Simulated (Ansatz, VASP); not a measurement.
# One calculation of AlNi3, two programs

```
Ni Al
1.0
     3.45114    0.00000    0.00000
     0.00000    3.45114    0.00000
     0.00000    0.00000    3.45114
Ni Al
3 1
Direct
  0.50000 0.50000 0.00000
  0.50000 0.00000 0.50000
  0.00000 0.50000 0.50000
  0.00000 0.00000 0.00000
```

Change from the starting cell: volume scaled by 0.94.

Alike in both runs: task single point; functional LDA; k mesh 8 × 8 × 8; occupations fermi-dirac, width 0.05 eV; collinear spin.

|  | VASP | Ansatz |
| --- | --- | --- |
| version | VASP 6.6.1 | Ansatz 0.2.0 |
| potentials or method | VASP PAW LDA potentials, release 64 (Ni, Al), cutoff 520 eV | all-electron LAPW, scalar-relativistic |

Ansatz gave:

```
gap on the k mesh at the Fermi level (eV)                     : none
pressure (GPa)                                                : 5.8
net moment per atom (μB)                                      : 0.09
size of the moment on the site where the two differ most (μB) : 0.13
```

Problem. What did VASP give for the same quantities?

Solution. gap on the k mesh at the Fermi level (eV): none; pressure (GPa): 6.1; net moment per atom (μB): 0.04; size of the moment on the site where the two differ most (μB): 0.06.

LDA's correlation is that of Perdew and Zunger in VASP and of Perdew and Wang (1992) in Ansatz. Site moments also hang on the region over which each program counts them. A gap of «none» marks a metal or a gap that the smearing closes. Ansatz ran all-electron here, and VASP with PAW potentials.
